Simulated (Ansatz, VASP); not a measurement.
MnAgC6N6 in VASP and in Ansatz

The input INCAR:

```
SYSTEM = MnAgC6N6
PREC = Accurate
ENCUT = 520
EDIFF = 1E-6
ISMEAR = 0
SIGMA = 0.1
LREAL = .FALSE.
LASPH = .TRUE.
NELM = 150
ALGO = Normal
ISIF = 2
LWAVE = .FALSE.
LCHARG = .FALSE.
ISPIN = 2
MAGMOM = 4 0 0 0 0 0 0 0 0 0 0 0 0 0
LORBIT = 11
LMAXMIX = 4
GGA = PE
NBANDS = 56
```

The input KPOINTS:

```
Automatic mesh
0
G
  4 4 4
  0 0 0
```

Contents of POSCAR:

```
MnAgC6N6
1.0
    0.0000000000      5.2280000000      5.2280000000
    5.2280000000      0.0000000000      5.2280000000
    5.2280000000      5.2280000000      0.0000000000
Mn Ag C N
1 1 6 6
Direct
    0.0000000000      0.0000000000      0.0000000000
    0.5000000000      0.5000000000      0.5000000000
    0.8146518700      0.1853481300      0.1853481300
    0.1853481300      0.8146518700      0.1853481300
    0.1853481300      0.1853481300      0.8146518700
    0.1853481300      0.8146518700      0.8146518700
    0.8146518700      0.1853481300      0.8146518700
    0.8146518700      0.8146518700      0.1853481300
    0.7027544000      0.2972456000      0.2972456000
    0.2972456000      0.7027544000      0.2972456000
    0.2972456000      0.2972456000      0.7027544000
    0.2972456000      0.7027544000      0.7027544000
    0.7027544000      0.2972456000      0.7027544000
    0.7027544000      0.7027544000      0.2972456000
```

Input for Ansatz:

```yaml
crystal:
  lattice:
    - [0.0, 5.228, 5.228]
    - [5.228, 0.0, 5.228]
    - [5.228, 5.228, 0.0]
  atoms:
    - { symbol: Mn, position: [0.0, 0.0, 0.0], spin: 4.0 }
    - { symbol: Ag, position: [0.5, 0.5, 0.5] }
    - { symbol: C, position: [0.81465187, 0.18534813, 0.18534813] }
    - { symbol: C, position: [0.18534813, 0.81465187, 0.18534813] }
    - { symbol: C, position: [0.18534813, 0.18534813, 0.81465187] }
    - { symbol: C, position: [0.18534813, 0.81465187, 0.81465187] }
    - { symbol: C, position: [0.81465187, 0.18534813, 0.81465187] }
    - { symbol: C, position: [0.81465187, 0.81465187, 0.18534813] }
    - { symbol: "N", position: [0.7027544, 0.2972456, 0.2972456] }
    - { symbol: "N", position: [0.2972456, 0.7027544, 0.2972456] }
    - { symbol: "N", position: [0.2972456, 0.2972456, 0.7027544] }
    - { symbol: "N", position: [0.2972456, 0.7027544, 0.7027544] }
    - { symbol: "N", position: [0.7027544, 0.2972456, 0.7027544] }
    - { symbol: "N", position: [0.7027544, 0.7027544, 0.2972456] }
basis:
  ecutwfc: 420
kpoints:
  mp_grid: { grid: [4, 4, 4] }
hamiltonian:
  xc: pbe
scf:
  occupations: { method: gaussian, width: 0.1 }
  lower_state_search: "off"
output:
  forces: true
  stress: true
  eigenvalues: true
  populations: true
magnetization:
  spin_polarized: true
```

Alike in both runs: task single point; functional PBE; k mesh 4 × 4 × 4; occupations gaussian, width 0.1 eV; collinear spin.

|  | VASP | Ansatz |
| --- | --- | --- |
| version | VASP 6.6.1 | Ansatz 0.2.0 |
| potentials or method | VASP PAW PBE potentials, release 64 (Mn_pv, Ag, C, N), cutoff 520 eV | scalar-relativistic, plane waves, PAW |
| valence electrons in the cell | 78 | 88 |

Ansatz gave:

| Property | Result |
| --- | --- |
| gap on the k mesh at the Fermi level (eV) | none |
| pressure (GPa) | 2.8 |
| rms of the force components (eV/Å) | 0.566 |
| net moment per atom (μB) | 0.29 |
| size of the moment on the site where the two differ most (μB) | 1.86 |

Q: What did VASP give for the same quantities?

A: gap on the k mesh at the Fermi level (eV): none; pressure (GPa): 3.1; rms of the force components (eV/Å): 0.367; net moment per atom (μB): 0.29; size of the moment on the site where the two differ most (μB): 2.17.

Site moments also hang on the region over which each program counts them. Atom by atom the forces differ by 0.207 eV/Å (rms over components). A gap of «none» marks a metal or a gap that the smearing closes. VASP's potentials hold 78 valence electrons a cell and Ansatz's 88, so a difference there can come from the potentials and not from the codes.

Noted on VASP's run: the standard files for N, O and F lose accuracy on very short bonds.
